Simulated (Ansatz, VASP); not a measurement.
**Two plane-wave programs on Te2Mo**

INCAR

```
SYSTEM = Te2Mo
ALGO = Normal
DIPOL = 0.5 0.5 0.500
EDIFF = 1E-6
ENCUT = 520
GGA = PE
IDIPOL = 3
ISIF = 2
ISMEAR = 0
IVDW = 12
LASPH = .TRUE.
LCHARG = .TRUE.
LDIPOL = .TRUE.
LELF = .TRUE.
LREAL = .FALSE.
LVACPOTAV = .TRUE.
LVHAR = .TRUE.
LWAVE = .FALSE.
NBANDS = 20
NELM = 60
PREC = Accurate
SIGMA = 0.1
```

The input KPOINTS:

```
k-points
0
G
  6 6 1
  0 0 0
```

Contents of POSCAR:

```
Te2Mo
1.0
    3.4964011499      0.0000000000      0.0000000000
   -1.7482005750      3.0279722176      0.0000000000
    0.0000000000      0.0000000000     33.2702079551
Te Mo
2 1
Direct
    0.3333333333      0.6666666667      0.4453699841
    0.3333333333      0.6666666667      0.5546300159
    0.6666666667      0.3333333333      0.5000000000
```

Input for Ansatz:

```yaml
crystal:
  lattice:
    - [3.4964011427, 0.0, 0.0]
    - [-1.7482005713, 3.0279722114, 0.0]
    - [0.0, 0.0, 33.2702079439]
  atoms:
    - { symbol: Te, position: [0.3333333333, 0.6666666667, 0.4453699842] }
    - { symbol: Mo, position: [0.6666666667, 0.3333333333, 0.5] }
    - { symbol: Te, position: [0.3333333333, 0.6666666667, 0.5546300158] }
  periodic: [true, true, false]
basis:
  ecutwfc: 420
kpoints:
  mp_grid: { grid: [6, 6, 1] }
hamiltonian:
  xc: pbe
  dispersion: d3bj
scf:
  occupations: { method: gaussian, width: 0.1 }
output:
  forces: true
  stress: true
  eigenvalues: true
```

Alike in both runs: task single point; functional PBE; dispersion D3(BJ); k mesh 6 × 6 × 1; occupations gaussian, width 0.1 eV; no spin polarisation.

```csv
,VASP,Ansatz
version,VASP 6.6.1,Ansatz 0.2.0
potentials or method,"VASP PAW PBE potentials, release 64 (Te, Mo_sv), cutoff 520 eV","scalar-relativistic, plane waves, PAW"
valence electrons in the cell,26,46
```

Ansatz gave:

* gap on the k mesh at the Fermi level (eV): 1.20
* least direct gap on the mesh (eV): 1.20
* rms of the force components (eV/Å): 0.016

Question: Which values does VASP return?

Answer: gap on the k mesh at the Fermi level (eV): 1.20; least direct gap on the mesh (eV): 1.20; rms of the force components (eV/Å): 0.022.

VASP's potentials hold 26 valence electrons a cell and Ansatz's 46, so a difference there can come from the potentials and not from the codes.

Neither program's run includes spin-orbit coupling.
